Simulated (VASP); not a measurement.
# BAs (F-43m) in VASP: single point with HSE06

Aim: the single point of BAs with HSE06.

All numbers are computed with VASP 6.6.1; they aren't measurements. Logs are shortened: lines on timing, memory, paths and dates and some standing lists are left out, and cuts for length are marked.

### Step 1. The cell of the first run

Symmetry: F-43m, No. 216, cubic system. Conventional cell: a = 4.768 Å, b = 4.768 Å, c = 4.768 Å, α = 90.00°, β = 90.00°, γ = 90.00°. B (site symmetry -43m) has 4 As at 2.06 Å within 2.7 Å. As (site symmetry -43m) has 4 B at 2.06 Å within 2.7 Å.

### Step 2. Single point, HSE06

POSCAR reads:

```
BAs
1.0
    0.0000000000      2.3838694125      2.3838694125
    2.3838694125      0.0000000000      2.3838694125
    2.3838694125      2.3838694125      0.0000000000
B As
1 1
Direct
    0.0000000000      0.0000000000      0.0000000000
    0.2500000000      0.2500000000      0.2500000000
```

INCAR.step1 reads:

```
SYSTEM = BAs
ALGO     = Normal         ! electronic algorithm
EDIFF    = 1E-5           ! SCF threshold, eV
ENCUT    = 520            ! plane-wave cutoff, eV
GGA      = PE             ! functional
ISIF     = 2              ! what is computed and relaxed
ISMEAR   = 0              ! smearing method
LASPH    = .TRUE.         ! aspherical terms in the spheres
LREAL    = .FALSE.        ! projectors in reciprocal space
LWAVE    = .TRUE.         ! write WAVECAR
NBANDS   = 11             ! bands
NELM     = 60             ! most SCF steps
PREC     = Accurate       ! precision mode
SIGMA    = 0.01           ! smearing width, eV
```

INCAR.step2 reads:

```
SYSTEM = BAs
ALGO     = Normal         ! electronic algorithm
EDIFF    = 1E-6           ! SCF threshold, eV
ENCUT    = 520            ! plane-wave cutoff, eV
GGA      = PE             ! functional
HFSCREEN = 0.2079         ! screening, 1/A
ISIF     = 2              ! what is computed and relaxed
ISMEAR   = 0              ! smearing method
ISTART   = 1            
LASPH    = .TRUE.         ! aspherical terms in the spheres
LCHARG   = .TRUE.         ! write CHGCAR
LELF     = .TRUE.         ! ELF
LHFCALC  = .TRUE.         ! exact exchange
LREAL    = .FALSE.        ! projectors in reciprocal space
LVHAR    = .TRUE.       
LWAVE    = .FALSE.        ! write WAVECAR
NBANDS   = 11             ! bands
NELM     = 60             ! most SCF steps
PREC     = Accurate       ! precision mode
PRECFOCK = Normal       
SIGMA    = 0.01           ! smearing width, eV
```

KPOINTS reads:

```
k-points
0
G
  6 6 6
  0 0 0
```

Potentials or basis: VASP PAW PBE potentials, release 64 (B, As).

Command:

```console
cat potpaw_PBE.64/B/POTCAR potpaw_PBE.64/As/POTCAR > POTCAR
cp INCAR.step1 INCAR
mpirun -np 1 vasp_std > vasp.out
cp INCAR.step2 INCAR
mpirun -np 1 vasp_std > vasp.out
```

OUTCAR:

```text
SYSTEM = BAs
   EDIFF = 1E-6
   ENCUT = 520
   GGA = PE
   HFSCREEN = 0.2079
   ISIF = 2
   ISMEAR = 0
   ISTART = 1
   LASPH = .TRUE.
   LHFCALC = .TRUE.
   LREAL = .FALSE.
   NELM = 60
   PREC = Accurate
   PRECFOCK = Normal

 ion  position               nearest neighbor table
   1  0.000  0.000  0.000-   2 2.06   2 2.06   2 2.06   2 2.06
   2  0.250  0.250  0.250-   1 2.06   1 2.06   1 2.06   1 2.06

  LATTYP: Found a face centered cubic cell.
 ALAT       =     4.7677388250

  Lattice vectors:

 A1 = (   0.0000000000,   2.3838694125,   2.3838694125)
 A2 = (   2.3838694125,   0.0000000000,   2.3838694125)
 A3 = (   2.3838694125,   2.3838694125,   0.0000000000)

Analysis of symmetry for initial positions (statically):
=====================================================================
 Subroutine PRICEL returns:
 Original cell was already a primitive cell.

 Routine SETGRP: Setting up the symmetry group for a
 face centered cubic supercell.

 Subroutine GETGRP returns: Found 24 space group operations
 (whereof 24 operations were pure point group operations)
 out of a pool of 48 trial point group operations.

The static configuration has the point symmetry T_d .

Analysis of symmetry for dynamics (positions and initial velocities):
=====================================================================
 Subroutine PRICEL returns:
 Original cell was already a primitive cell.

 Routine SETGRP: Setting up the symmetry group for a
 face centered cubic supercell.

 Subroutine GETGRP returns: Found 24 space group operations
 (whereof 24 operations were pure point group operations)
 out of a pool of 48 trial point group operations.

The dynamic configuration has the point symmetry T_d .

 Subroutine INISYM returns: Found 24 space group operations
 (whereof 24 operations are pure point group operations),
 and found     1 'primitive' translations

----------------------------------------------------------------------------------------

                                     Primitive cell

  volume of cell :      27.0943

  direct lattice vectors                    reciprocal lattice vectors
     0.000000000  2.383869413  2.383869413    -0.209743033  0.209743033  0.209743033
     2.383869413  0.000000000  2.383869413     0.209743033 -0.209743033  0.209743033
     2.383869413  2.383869413  0.000000000     0.209743033  0.209743033 -0.209743033

  length of vectors
     3.371300454  3.371300454  3.371300454     0.363285589  0.363285589  0.363285589

  position of ions in fractional coordinates (direct lattice)
     0.000000000  0.000000000  0.000000000
     0.250000000  0.250000000  0.250000000

  ion indices of the primitive-cell ions
   primitive index   ion index
                 1           1
                 2           2

----------------------------------------------------------------------------------------

 KPOINTS: k-points

Automatic generation of k-mesh.
 Grid dimensions read from file:
 generate k-points for:    6    6    6

 Generating k-lattice:

  Cartesian coordinates                     Fractional coordinates (reciprocal lattice)
    -0.034957172  0.034957172  0.034957172     0.166666667  0.000000000  0.000000000
     0.034957172 -0.034957172  0.034957172     0.000000000  0.166666667  0.000000000
     0.034957172  0.034957172 -0.034957172     0.000000000  0.000000000  0.166666667

  Length of vectors
     0.060547598  0.060547598  0.060547598

  Shift w.r.t. Gamma in fractional coordinates (k-lattice)
     0.000000000  0.000000000  0.000000000

 Subroutine IBZKPT returns following result:
 ===========================================

 Found     16 irreducible k-points:

 Following reciprocal coordinates:
            Coordinates               Weight
  0.000000  0.000000  0.000000      1.000000
  0.166667  0.000000  0.000000      8.000000
  0.333333  0.000000  0.000000      8.000000
  0.500000  0.000000  0.000000      4.000000
  0.166667  0.166667  0.000000      6.000000
  0.333333  0.166667  0.000000     24.000000
[... 8 lines left out ...]
 -0.333333  0.333333  0.166667     24.000000
 -0.333333  0.500000  0.166667     12.000000
   k-points           NKPTS =     16   k-points in BZ     NKDIM =    216   number of bands    NBANDS=     11
   number of dos      NEDOS =    301   number of ions     NIONS =      2
   total plane-waves  NPLWV =  21952
   dimension x,y,z NGX =    28 NGY =   28 NGZ =   28
   dimension x,y,z NGXF=    56 NGYF=   56 NGZF=   56
   ions per type =               1   1
   NGX,Y,Z   is equivalent  to a cutoff of  13.81, 13.81, 13.81 a.u.
   NGXF,Y,Z  is equivalent  to a cutoff of  27.61, 27.61, 27.61 a.u.
 SYSTEM =  BAs
   PREC   = accura    normal or accurate (medium, high low for compatibility)
   ISTART =      1    job   : 0-new  1-cont  2-samecut
   ICHARG =      0    charge: 1-file 2-atom 10-const
   ISPIN  =      1    spin polarized calculation?
   LNONCOLLINEAR =      F non collinear calculations
   LSORBIT =      F    spin-orbit coupling
   LASPH  =      T    aspherical Exc in radial PAW
   ENCUT  =  520.0 eV  38.22 Ry    6.18 a.u.   6.27  6.27  6.27*2*pi/ulx,y,z
   NELM   =     60;   NELMIN=  2; NELMDL=  0     # of ELM steps
   EDIFF  = 0.1E-05   stopping-criterion for ELM
   LREAL  =      F    real-space projection
   EDIFFG = 0.1E-04   stopping-criterion for IOM
   NSW    =      0    number of steps for IOM
   IBRION =     -1    ionic relax: 0-MD 1-quasi-New 2-CG
   NFREE  =      0    steps in history (QN), initial steepest desc. (CG)
   ISIF   =      2    stress and relaxation
   ISYM   =      3    0-nonsym 1-usesym 2-fastsym
   POTIM  = 0.5000    time-step for ionic-motion
   TEBEG  =    0.0;   TEEND  =   0.0 temperature during run
   PSTRESS=    0.0 pullay stress
   NELECT =       8.0000    total number of electrons
   NUPDOWN=      -1.0000    fix difference up-down
   EMIN   =  10.00;   EMAX   =-10.00  energy-range for DOS
   EFERMI =   0.00;   METHOD = LEGACY
   ISMEAR =     0;   SIGMA  =   0.01  broadening in eV -4-tet -1-fermi 0-gaus
   EFERMI_NEDOS =   21; number of points for ismear=-14 and -15
   IALGO  =     38    algorithm
   IMIX   =      1    mixing-type and parameters
     AMIX     =   0.40;   BMIX     =  1.00
     AMIX_MAG =   1.60;   BMIX_MAG =  1.00
  volume/ion in A,a.u.               =      13.55        91.42
  Fermi-wavevector in a.u.,A,eV,Ry     =   1.090132  2.060051 16.168993  1.188387
  Thomas-Fermi vector in A             =   2.226350
   LORBIT       =      0    0 simple, 1 ext, 2 COOP (PROOUT), +10 PAW based schemes
   GGA     = PE    functional components
   LHFCALC =     T    Hartree Fock is set to
   PRECFOCK=normal    Normal, Fast or Accurate (Low or Medium for compatibility)
   ENCUT4O =  -1.0   cutoff for four orbital integrals eV
   NKREDX  =     1    reduce k-point grid by
   NKREDY  =     1    reduce k-point grid by
   NKREDZ  =     1    reduce k-point grid by
   AEXX    =    0.2500 exact exchange contribution
   HFSCREEN=    0.2079 screening length (either q_TF or 0.3 A-1)
   HFSCREENC=   0.2079 screening length for correlation (either q_TF or 0.3 A-1)
   ENCUTFOCK=  -1.0 apply spherical cutoff to Coloumb kernel
   IVDW    =     0    specifies the selected vdW correction
   LEPSILON=     F    determine dielectric tensor
   LRPA    =     F    only Hartree local field effects (RPA)
 non-spin polarized calculation
 Gauss-broadening in eV      SIGMA  =   0.01
  energy-cutoff  :      520.00
  volume of cell :       27.09
 maximum number of plane-waves:       745
 NGX is ok and might be reduce to    28
  NGX = 20; NGY = 20; NGZ = 20

 number of electron       8.0000000 magnetization

 Free energy of the ion-electron system (eV)
  ---------------------------------------------------
  ext. energy  EPLUGINS =         0.00000000
  ---------------------------------------------------
  free energy    TOTEN  =       -13.24267272 eV

  energy without entropy =      -13.24267272  energy(sigma->0) =      -13.24267272

 E-fermi :   5.8258     XC(G=0):  -8.7796

 val. band max:        5.7789257595   @ k =   0.0000   0.0000   0.0000
 cond. band min:       7.7201637850   @ k =   0.3333   0.3333   0.0000
 fundamental gap:      1.9412380255
 Fermi energy:         5.8258371653

 k-point     1 :       0.0000    0.0000    0.0000
  band No.  band energies     occupation
      1     -11.2310      2.00000
      2       5.7789      2.00000
      3       5.7789      2.00000
      4       5.7789      2.00000
      5       9.9001      0.00000
      6       9.9001      0.00000
      7       9.9001      0.00000
      8      11.7357      0.00000
      9      16.4340      0.00000
     10      19.8534      0.00000
     11      19.8534      0.00000

 k-point     2 :       0.1667    0.0000    0.0000
  band No.  band energies     occupation
      1     -10.7287      2.00000
      2       2.5793      2.00000
      3       5.0511      2.00000
      4       5.0511      2.00000
      5      10.0038      0.00000
      6      10.8544      0.00000
      7      10.8544      0.00000
      8      13.6983      0.00000
      9      17.9529      0.00000
     10      18.1185      0.00000
     11      18.1185      0.00000

 k-point     3 :       0.3333    0.0000    0.0000
  band No.  band energies     occupation
      1      -9.3182      2.00000
      2      -1.6508      2.00000
      3       4.1248      2.00000
      4       4.1248      2.00000
      5       9.5569      0.00000
      6      11.5544      0.00000
      7      11.5544      0.00000
      8      15.7422      0.00000
      9      18.4907      0.00000
     10      18.9612      0.00000
     11      18.9613      0.00000

 k-point     4 :       0.5000    0.0000    0.0000
  band No.  band energies     occupation
      1      -8.0168      2.00000
      2      -3.9620      2.00000
      3       3.7807      2.00000
      4       3.7807      2.00000
      5       9.3778      0.00000
      6      11.4803      0.00000
      7      11.4803      0.00000
      8      15.8079      0.00000
      9      19.9085      0.00000
     10      21.7660      0.00000
     11      21.7660      0.00000
[... 127 lines left out ...]
 k-point    14 :       0.5000    0.3333    0.1667
  band No.  band energies     occupation
      1      -8.1046      2.00000
      2      -1.6895      2.00000
      3       0.4480      2.00000
      4       2.2733      2.00000
      5      10.4375      0.00000
      6      11.9369      0.00000
      7      12.6819      0.00000
      8      16.1705      0.00000
      9      18.6093      0.00000
     10      20.8094      0.00000
     11      23.4527      0.00000

 k-point    15 :      -0.3333    0.3333    0.1667
  band No.  band energies     occupation
      1      -6.9270      2.00000
      2      -3.1717      2.00000
      3      -0.1544      2.00000
      4       1.5592      2.00000
      5      11.0175      0.00000
      6      11.9941      0.00000
      7      14.5337      0.00000
      8      15.8811      0.00000
      9      17.2698      0.00000
     10      21.6574      0.00000
     11      23.6633      0.00000

 k-point    16 :      -0.3333    0.5000    0.1667
  band No.  band energies     occupation
      1      -6.3632      2.00000
      2      -3.3882      2.00000
      3       0.1388      2.00000
      4       0.3510      2.00000
      5      10.3733      0.00000
      6      10.6710      0.00000
      7      15.7169      0.00000
      8      15.9602      0.00000
      9      19.6398      0.00000
     10      23.0021      0.00000
     11      23.0240      0.00000

------------------------ aborting loop because EDIFF is reached ----------------------------------------

  FORCE on cell =-STRESS in cart. coord.  units (eV):
  Direction    XX          YY          ZZ          XY          YZ          ZX
  --------------------------------------------------------------------------------------
  -------------------------------------------------------------------------------------
  Total        0.0492525      0.0492525      0.0492525      0.0000000     -0.0000000      0.0000000
  in kB        2.9124709      2.9124709      2.9124709      0.0000000     -0.0000000      0.0000000
  external PRESSURE =       2.9124709 kB  Pullay stress =       0.0000000 kB

 VOLUME and BASIS-vectors are now :
 -----------------------------------------------------------------------------
  energy-cutoff  :      520.00
  volume of cell :       27.09
      direct lattice vectors                 reciprocal lattice vectors
     0.000000000  2.383869413  2.383869413    -0.209743033  0.209743033  0.209743033
     2.383869413  0.000000000  2.383869413     0.209743033 -0.209743033  0.209743033
     2.383869413  2.383869413  0.000000000     0.209743033  0.209743033 -0.209743033

 POSITION                                       TOTAL-FORCE (eV/Angst)
 -----------------------------------------------------------------------------------
      0.00000      0.00000      0.00000        -0.000000     -0.000000     -0.000000
      1.19193      1.19193      1.19193         0.000000      0.000000      0.000000
 -----------------------------------------------------------------------------------
    total drift:                               -0.000000     -0.000000     -0.000000

  FREE ENERGIE OF THE ION-ELECTRON SYSTEM (eV)
  ---------------------------------------------------
  free  energy   TOTEN  =       -13.2426727221 eV

  energy  without entropy=      -13.2426727221  energy(sigma->0) =      -13.24267272
```

It took 11 min on 1 thread of Intel Xeon 8259CL, shared host; peak memory 0.27 GiB.

Results:

```yaml
Free_energy: -13.2427 eV
Pressure: 0.3 GPa
Band_gap_on_the_k_mesh: 1.94 eV (least direct gap 4.12 eV)
```

Caveat: the PAW data sets were made with another functional, which shifts forces and pressure a little. A k mesh can miss the band edges.
